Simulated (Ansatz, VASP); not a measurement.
# One calculation of Te2Mo, two programs

The input INCAR:

```
SYSTEM = Te2Mo
PREC     = Accurate       ! precision mode
ENCUT    = 520            ! plane-wave cutoff, eV
EDIFF    = 1E-6           ! SCF threshold, eV
ISMEAR   = -1             ! smearing method
SIGMA    = 0.05           ! smearing width, eV
LREAL    = .FALSE.        ! projectors in reciprocal space
LASPH    = .TRUE.         ! aspherical terms in the spheres
NELM     = 80             ! most SCF steps
ALGO     = Normal         ! electronic algorithm
ISIF     = 2              ! what is computed and relaxed
LWAVE    = .FALSE.        ! write WAVECAR
LCHARG   = .FALSE.        ! write CHGCAR
GGA      = PE             ! functional
NBANDS   = 64             ! bands
```

KPOINTS

```
regular mesh
0
G
  4 8 2
  0 0 0
```

POSCAR

```
Te2Mo
1.0
    6.2875154984      0.0000000000      0.0000000000
    0.0000000000      3.4457174193      0.0000000000
   -0.9404401904      0.0000000000     13.7348181532
Te Mo
8 4
Direct
    0.9437000000      0.7500000000      0.6045000000
    0.0563000000      0.2500000000      0.3955000000
    0.9030000000      0.2500000000      0.8514000000
    0.0970000000      0.7500000000      0.1486000000
    0.4112000000      0.7500000000      0.8955000000
    0.5888000000      0.2500000000      0.1045000000
    0.4432000000      0.2500000000      0.6484000000
    0.5568000000      0.7500000000      0.3516000000
    0.8167000000      0.7500000000      0.9926000000
    0.1833000000      0.2500000000      0.0074000000
    0.6819000000      0.2500000000      0.4934000000
    0.3181000000      0.7500000000      0.5066000000
```

Contents of input.yaml:

```yaml
crystal:
  lattice:
    - [6.2875154984, 0.0, 0.0]
    - [0.0, 3.4457174193, 0.0]
    - [-0.9404401904, 0.0, 13.7348181532]
  atoms:
    - { symbol: Te, position: [0.9437, 0.75, 0.6045] }
    - { symbol: Te, position: [0.0563, 0.25, 0.3955] }
    - { symbol: Te, position: [0.903, 0.25, 0.8514] }
    - { symbol: Te, position: [0.097, 0.75, 0.1486] }
    - { symbol: Te, position: [0.4112, 0.75, 0.8955] }
    - { symbol: Te, position: [0.5888, 0.25, 0.1045] }
    - { symbol: Te, position: [0.4432, 0.25, 0.6484] }
    - { symbol: Te, position: [0.5568, 0.75, 0.3516] }
    - { symbol: Mo, position: [0.8167, 0.75, 0.9926] }
    - { symbol: Mo, position: [0.1833, 0.25, 0.0074] }
    - { symbol: Mo, position: [0.6819, 0.25, 0.4934] }
    - { symbol: Mo, position: [0.3181, 0.75, 0.5066] }
hamiltonian:
  xc: pbe
  pseudopotentials: { kind: paw, partial_waves: polarizable }
kpoints:
  mp_grid: { grid: [4, 8, 2] }
scf:
  occupations: { method: fermi_dirac, width: 0.05 }
output:
  forces: true
  stress: true
  eigenvalues: true
```

Alike in both runs: task single point; functional PBE; k mesh 4 × 8 × 2; occupations fermi-dirac, width 0.05 eV; no spin polarisation.

```csv
,VASP,Ansatz
version,VASP 6.6.1,Ansatz 0.2.0
potentials or method,"VASP PAW PBE potentials, release 64 (Te, Mo_sv)",Ansatz PAW polarizable
plane-wave cutoff (eV),520,420
valence electrons in the cell,104,184
```

Ansatz gave:

| Quantity | Value |
| --- | --- |
| gap on the k mesh at the Fermi level (eV) | none |
| pressure (GPa) | 4.7 |
| traceless stress, the component that is largest in VASP (GPa) | 0.34 |
| rms of the force components (eV/Å) | 0.172 |

**Question.** Estimate VASP's values.

**Answer.** gap on the k mesh at the Fermi level (eV): none; pressure (GPa): 4.7; traceless stress, the component that is largest in VASP (GPa): 0.36; rms of the force components (eV/Å): 0.176.

Atom by atom the forces differ by 0.006 eV/Å (rms over components). A gap of «none» marks a metal or a gap that the smearing closes. The functional is the same, so the differences come from potentials, cutoffs and numerics. VASP's potentials hold 104 valence electrons a cell and Ansatz's 184, so a difference there can come from the potentials and not from the codes.

Spin-orbit coupling is off throughout.
